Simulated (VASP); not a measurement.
Write the native input for VASP 6.6.1 that does the following.

```
Task                   : single point
Functional             : PBEsol
Potentials or basis    : VASP PAW PBE potentials, release 64 (Cu)
Cutoff                 : 520 eV
k mesh                 : 16 × 16 × 9
Occupations            : fermi-dirac, width 0.1 eV
Spin                   : no spin polarisation
Dipole correction      : no
Further INCAR settings : ALGO = Normal; EDIFF = 1e-07; NBANDS = 18
```

The structure of Cu lies in POSCAR:

```
Cu
1.0
    2.4707475000      0.0000000000      0.0000000000
   -1.2353737500      2.1397252500      0.0000000000
    0.0000000000      0.0000000000      4.3261748849
Cu
2
Direct
    0.3333333333      0.6666666667      0.2500000000
    0.6666666667      0.3333333333      0.7500000000
```

The input as run:

INCAR

```
SYSTEM = Cu
PREC = Accurate ; ENCUT = 520
EDIFF = 1E-7 ; ISMEAR = -1
SIGMA = 0.1 ; LREAL = .FALSE.
LASPH = .TRUE. ; NELM = 80
ALGO = Normal ; ISIF = 2
LWAVE = .FALSE. ; LCHARG = .FALSE.
GGA = PS ; NBANDS = 18
```

KPOINTS

```
Automatic mesh
0
G
  16 16 9
  0 0 0
```

Potentials or basis: VASP PAW PBE potentials, release 64 (Cu).

Command:

```console
$ cat potpaw_PBE.64/Cu/POTCAR > POTCAR
$ mpirun -np 1 vasp_std > vasp.out
```

It gave:

The pressure is 0.0 GPa. The band gap on the k mesh is zero (band 11 reaches 11.51 eV, above the bottom of band 12 at 5.87 eV).

Caveat: the PAW data sets were made with another functional, which shifts forces and pressure a little.

It took 20 s on 1 thread of Intel(R) Xeon(R) 6975P-C (Granite Rapids) (shared host), peak memory 0.16 GiB.
